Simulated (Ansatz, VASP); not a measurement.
Ga2SnSe4 in VASP and in Ansatz

```
Ga Sn Se
1.0
    -3.87415    3.86731    3.19665
     3.86354   -3.86837    3.18388
     3.87514    3.86967   -3.19740
Ga Sn Se
2 1 4
Direct
  0.98787 0.48792 0.49992
  0.48781 0.98841 0.50037
  0.07525 0.07374 0.99944
  0.07259 0.91462 0.51179
  0.40177 0.56054 0.48843
  0.91482 0.40305 0.84158
  0.55990 0.07172 0.15848
```

Change from the starting cell: cell x1, atoms moved at random (sigma 0.1 Å) and cell strained at random (1.5 %), then relaxed without symmetry.

Alike in both runs: functional PBE; k mesh 4 × 4 × 4; occupations gaussian, width 0.1 eV; no spin polarisation.

Ansatz relaxed the structure, and its values are those at the end. VASP's run is a single point on that final structure, the one shown.

|  | VASP | Ansatz |
| --- | --- | --- |
| version | VASP 6.6.1 | Ansatz 0.2.0 |
| potentials or method | VASP PAW PBE potentials, release 64 (Ga_d, Sn_d, Se), cutoff 520 eV | scalar-relativistic, plane waves, PAW |
| valence electrons in the cell | 64 | 104 |

Ansatz gave:

| Property | Result |
| --- | --- |
| gap on the k mesh at the Fermi level (eV) | 1.73 |
| least direct gap on the mesh (eV) | 1.75 |
| pressure (GPa) | 0.0 |
| rms of the force components (eV/Å) | 0.009 |

Task: What did VASP give for the same quantities?

Result: gap on the k mesh at the Fermi level (eV): 1.72; least direct gap on the mesh (eV): 1.74; pressure (GPa): 0.1; rms of the force components (eV/Å): 0.007.

With one functional, cell and mesh, what is left measures potentials, basis and numerics. VASP's potentials hold 64 valence electrons a cell and Ansatz's 104, so a difference there can come from the potentials and not from the codes.
